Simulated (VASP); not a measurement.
Wanted: the native input for a VASP 6.6.1 run.

| Property | Result |
| --- | --- |
| Task | single point |
| Functional | LDA |
| Potentials or basis | VASP PAW LDA potentials, release 64 (Ga_d, Sb) |
| Cutoff | 520 eV |
| k mesh | 18 × 18 × 18 |
| Occupations | gaussian, width 0.15 eV |
| Spin | no spin polarisation |
| Dipole correction | no |
| Further INCAR settings | ALGO = Normal; EDIFF = 1e-07; NBANDS = 16 |

The structure of GaSb lies in POSCAR:

```
GaSb
1.0
   -3.0631953250      3.0631953250      1.5907070000
    3.0631953250     -3.0631953250      1.5907070000
    3.0631953250      3.0631953250     -1.5907070000
Ga Sb
1 1
Direct
    0.2500000000      0.7500000000      0.5000000000
    0.0000000000      0.0000000000      0.0000000000
```

This cell differs from its parent crystal: strain +0.1125 x Voigt [1, 1, 0, 0, 0, 0].

One way to write it, as run:

INCAR

```
PREC = Accurate
ENCUT = 520
EDIFF = 1E-7
ISMEAR = 0
SIGMA = 0.15
LREAL = False
LASPH = True
NELM = 100
ALGO = Normal
ISIF = 2
LWAVE = False
LCHARG = True
LELF = True
LVHAR = True
NBANDS = 16
```

KPOINTS

```
Automatic mesh
0
Gamma
  18 18 18
```

Potentials or basis: VASP PAW LDA potentials, release 64 (Ga_d, Sb).

Command:

```console
$ cat potpaw_LDA.64/Ga_d/POTCAR potpaw_LDA.64/Sb/POTCAR > POTCAR
$ mpirun -np 1 vasp_std > vasp.out
```

Results of the run:

- Pressure: -9.2 GPa
- Band gap on the k mesh: zero (band 9 reaches 5.07 eV, above the bottom of band 10 at 1.95 eV)

Caveat: the cell differs from its parent crystal (strain +0.1125 x Voigt [1, 1, 0, 0, 0, 0]); spin-orbit coupling is left out, which moves the levels of the heavy elements.

It took 5.1 min on 1 thread of AMD EPYC 9R45 96-Core Processor (Zen 5) (shared host), peak memory 0.53 GiB.
